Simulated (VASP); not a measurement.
MgO, 4 atoms in the cell. Symmetry: P6_3/mmc, No. 194, hexagonal system. The conventional cell has a = 3.451 Å, b = 3.451 Å, c = 4.239 Å, α = 90.00°, β = 90.00°, γ = 120.00°. Mg (site symmetry -6m2) has 5 O at 1.99 to 2.12 Å within 2.6 Å. O (site symmetry -6m2) has 5 Mg at 1.99 to 2.12 Å within 2.6 Å. 

```yaml
Program: VASP 6.6.1
Task: single point
Functional: PBE
Potentials_or_basis: VASP PAW PBE potentials, release 64 (Mg, O)
Cutoff: 520 eV
k_mesh: 9 × 9 × 6
Occupations: gaussian, width 0.05 eV
Spin: no spin polarisation
Dipole_correction: no
Further_INCAR_settings: ALGO = Normal; EDIFF = 1e-06; NBANDS = 16
```

Potentials or basis: VASP PAW PBE potentials, release 64 (Mg, O).

Command:

```sh
$ cat potpaw_PBE.64/Mg/POTCAR potpaw_PBE.64/O/POTCAR > POTCAR
$ mpirun -np 1 vasp_std > vasp.out
```

Hardware: 1 thread of AMD EPYC 7R13 (shared host).

Question: How long does it take, and how much memory?

Answer: Wall time 47 s on 1 thread of AMD EPYC 7R13, with other jobs on the host, peak memory 0.15 GiB. Counts: scf iterations 13, k points 48.
